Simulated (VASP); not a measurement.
A run of VASP 6.6.1:

The input INCAR:

```
  PREC = Accurate
  ENCUT = 690
  EDIFF = 1E-6
  ISMEAR = -1
  SIGMA = 0.15
  LREAL = False
  LASPH = True
  NELM = 200
  ALGO = Normal
  ISIF = 2
  LWAVE = False
  LCHARG = False
  ISPIN = 2
  MAGMOM = 1.8 1.8 1.8 1.8 1.8 1.8
  LORBIT = 11
  LMAXMIX = 4
  GGA = CA
  NBANDS = 64
  GGA_COMPAT = False
```

The input KPOINTS:

```
Automatic mesh
0
Gamma
  6 6 6
```

The input POSCAR:

```
Co
1.0
    0.0000000000      3.0831560177      3.0831560177
    3.0831560177      0.0000000000      3.0831560177
    3.0831560177      3.0831560177      0.0000000000
Co
6
Direct
    0.2500000000      0.2500000000      0.2500000000
    0.0000000000      0.0000000000      0.0000000000
    0.6250000000      0.6250000000      0.1250000000
    0.6250000000      0.1250000000      0.6250000000
    0.1250000000      0.6250000000      0.6250000000
    0.6250000000      0.6250000000      0.6250000000
```

Potentials or basis: VASP PAW LDA potentials, release 64 (Co_sv).

Command:

```bash
$ cat potpaw_LDA.64/Co_sv/POTCAR > POTCAR
$ mpirun -np 1 vasp_std > vasp.out
```

Hardware: 1 thread of AMD EPYC 9R45 96-Core Processor (Zen 5) (shared host).

How long does it take, and how much memory?

It took 3.7 min on 1 thread of AMD EPYC 9R45 96-Core Processor (Zen 5), with other jobs on the host, peak memory 0.24 GiB. Counts: scf iterations 18, k points 16.
